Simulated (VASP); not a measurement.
Input of a VASP 6.6.1 run:

INCAR

```
ALGO = Normal ; EDIFF = 1E-6
ENCUT = 520 ; GGA = CA
ISIF = 2 ; ISMEAR = -1
LASPH = True ; LCHARG = False
LREAL = False ; LWAVE = False
NBANDS = 16 ; NELM = 100
PREC = Accurate ; SIGMA = 0.05
```

The input KPOINTS:

```
k-points
0
Gamma
  12 12 9
```

Contents of POSCAR:

```
ZrB2
1.0
    3.1222243140      0.0000000000      0.0000000000
   -1.5611121570      2.7039255722      0.0000000000
    0.0000000000      0.0000000000      3.4724266007
Zr B
1 2
Direct
    0.0000000000      0.0000000000      0.0000000000
    0.3333333333      0.6666666667      0.5000000000
    0.6666666667      0.3333333333      0.5000000000
```

Potentials or basis: VASP PAW LDA potentials, release 64 (Zr_sv, B).

Launch:

```sh
$ cat potpaw_LDA.64/Zr_sv/POTCAR potpaw_LDA.64/B/POTCAR > POTCAR
$ mpirun -np 1 vasp_std > vasp.out
```

Task: Predict the band gap on the k mesh.

Result: Zero (band 9 reaches 11.78 eV, above the bottom of band 10 at 10.45 eV).

Task: Estimate the pressure.

Result: 3.6 GPa.

Stress tensor (GPa, compression positive):
```
3.37 0.00 0.00
0.00 3.37 0.00
0.00 0.00 3.95
```
